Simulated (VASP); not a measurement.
Write the native input for VASP 6.6.1 that does the following.

- Task: single point
- Functional: PBEsol
- Potentials or basis: VASP PAW PBE potentials, release 64 (Gd, N)
- Cutoff: 520 eV
- k mesh: 10 × 10 × 10
- Occupations: gaussian, width 0.05 eV
- Spin: collinear spin, ferromagnetic start
- Starting moments: [7.47, 0.0] μB
- Dipole correction: no
- Further INCAR settings: ALGO = Normal; EDIFF = 1e-06; NBANDS = 22

The structure of GdN lies in POSCAR:

```
GdN
1.0
    0.0000000000      2.6365690014      2.6365690014
    2.6365690014      0.0000000000      2.6365690014
    2.6365690014      2.6365690014      0.0000000000
Gd N
1 1
Direct
    0.0000000000      0.0000000000      0.0000000000
    0.2500000000      0.2500000000      0.2500000000
```

One way to write it, as run:

INCAR

```
SYSTEM = GdN
PREC = Accurate ; ENCUT = 520
EDIFF = 1E-6 ; ISMEAR = 0
SIGMA = 0.05 ; LREAL = .FALSE.
LASPH = .TRUE. ; NELM = 150
ALGO = Normal ; ISIF = 2
LWAVE = .FALSE. ; LCHARG = .FALSE.
ISPIN = 2 ; MAGMOM = 7.47 0
LORBIT = 11 ; LMAXMIX = 6
GGA = PS ; NBANDS = 22
```

KPOINTS

```
regular mesh
0
G
  10 10 10
  0 0 0
```

Potentials or basis: VASP PAW PBE potentials, release 64 (Gd, N).

Run with:

```console
$ cat potpaw_PBE.64/Gd/POTCAR potpaw_PBE.64/N/POTCAR > POTCAR
$ mpirun -np 1 vasp_std > vasp.out
```

Results of the run:

```yaml
Pressure: 0.2 GPa
Band_gap_on_the_k_mesh: 1.12 eV (least direct gap 1.80 eV)
Net_moment: 7.00 μB per cell
Site_moments: Gd +6.79; N -0.06 μB
Valence_electrons_inside_the_program's_atomic_spheres: Gd 15.29; N 3.67
```

Caveat: the PAW data sets were made with another functional, which shifts forces and pressure a little; spin-orbit coupling is left out, which moves the levels of the heavy elements; a cell with one magnetic atom can't hold antiferromagnetic order, which such compounds often take; semilocal functionals describe open f shells poorly, which spoils levels, moments and volumes.

Run time: 4.8 min on 1 thread of Intel(R) Xeon(R) 6975P-C (Granite Rapids), on a shared host, peak memory 0.22 GiB.
